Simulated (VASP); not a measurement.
BeS:

```
Be S
1.0
     0.00000    2.43431    2.43431
     2.43431    0.00000    2.43431
     2.43431    2.43431    0.00000
Be S
1 1
Direct
  0.00000 0.00000 0.00000
  0.25000 0.25000 0.25000
```

Base run:

* Program: VASP 6.6.1
* Functional: r2SCAN
* Potentials or basis: VASP PAW PBE potentials, release 64 (Be, S)
* Cutoff: 520 eV
* k mesh: 10 × 10 × 10
* Occupations: gaussian, width 0.01 eV
* Spin: no spin polarisation

Its results: band gap on the k mesh 3.60 eV, indirect (least direct gap 6.26 eV); pressure 0.3 GPa.

Task: The run is repeated on the same cell with these changes: functional from r2SCAN to PBE; k mesh from 10 × 10 × 10 to 6 × 6 × 6. What comes out?

Result: Band gap on the k mesh 3.14 eV, indirect (least direct gap 5.67 eV); pressure 0.5 GPa.

Several settings changed at once, so the effect can't be laid on one alone.

Caveats: the PAW data sets were made with another functional, which shifts forces and pressure a little (some runs).

A k mesh can miss the band edges.
